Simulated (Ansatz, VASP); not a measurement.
Co: VASP beside Ansatz

Contents of INCAR:

```
  PREC = Accurate
  ENCUT = 520
  EDIFF = 1E-7
  ISMEAR = -1
  SIGMA = 0.05
  LREAL = F
  LASPH = T
  NELM = 150
  ALGO = Normal
  ISIF = 2
  LWAVE = F
  LCHARG = T
  ISPIN = 2
  MAGMOM = 1.634 1.634
  LORBIT = 11
  LMAXMIX = 4
  GGA = PS
  LELF = T
  LVHAR = T
  NBANDS = 20
```

File KPOINTS:

```
Automatic mesh
0
Gamma
  24 24 13
```

Contents of POSCAR:

```
Co
1.0
    2.5483418481      0.0000000000      0.0000000000
   -1.2741709240      2.2069287780      0.0000000000
    0.0000000000      0.0000000000      4.1203232918
Co
2
Direct
    0.3333333333      0.6666666667      0.2500000000
    0.6666666667      0.3333333333      0.7500000000
```

Input for Ansatz:

```yaml
crystal:
  lattice:
    - [2.5483418481, 0.0, 0.0]
    - [-1.274170924, 2.206928778, 0.0]
    - [0.0, 0.0, 4.1203232918]
  atoms:
    - { symbol: Co, position: [0.3333333333, 0.6666666667, 0.25], spin: 1.634 }
    - { symbol: Co, position: [0.6666666667, 0.3333333333, 0.75], spin: 1.634 }
hamiltonian:
  xc: pbesol
  pseudopotentials:
    kind: paw
    azcp:
      Co: "pseudopotentials/Co.paw.azcp"
basis:
  ecutwfc: 420
  fft_grid_basis: typed
kpoints:
  mp_grid: { grid: [24, 24, 13], shift: [0, 0, 0] }
magnetization:
  spin_polarized: true
scf:
  occupations: { method: fermi_dirac, width: 0.05 }
output:
  stress: true
```

Alike in both runs: task single point; functional PBEsol; k mesh 24 × 24 × 13; occupations fermi-dirac, width 0.05 eV; collinear spin.

|  | VASP | Ansatz |
| --- | --- | --- |
| version | VASP 6.6.1 | Ansatz 0.2.0 |
| potentials or method | VASP PAW PBE potentials, release 64 (Co), cutoff 520 eV | plane waves (420 eV) with PAW, scalar-relativistic |
| valence electrons in the cell | 18 | 34 |

Ansatz gave:

| Property | Result |
| --- | --- |
| pressure (GPa) | -20.8 |
| traceless stress, the component that is largest in VASP (GPa) | 0.16 |
| net moment per atom (μB) | 1.66 |
| size of the moment on the site where the two differ most (μB) | 1.73 |

Task: What did VASP give for the same quantities?

Result: Pressure (GPa): -21.1; traceless stress, the component that is largest in VASP (GPa): 0.03; net moment per atom (μB): 1.65; size of the moment on the site where the two differ most (μB): 1.68.

VASP's potentials were made for PBE, not for PBEsol, and Ansatz warns of the same on its side. Site moments also hang on the region over which each program counts them. VASP's potentials hold 18 valence electrons a cell and Ansatz's 34, so a difference there can come from the potentials and not from the codes.
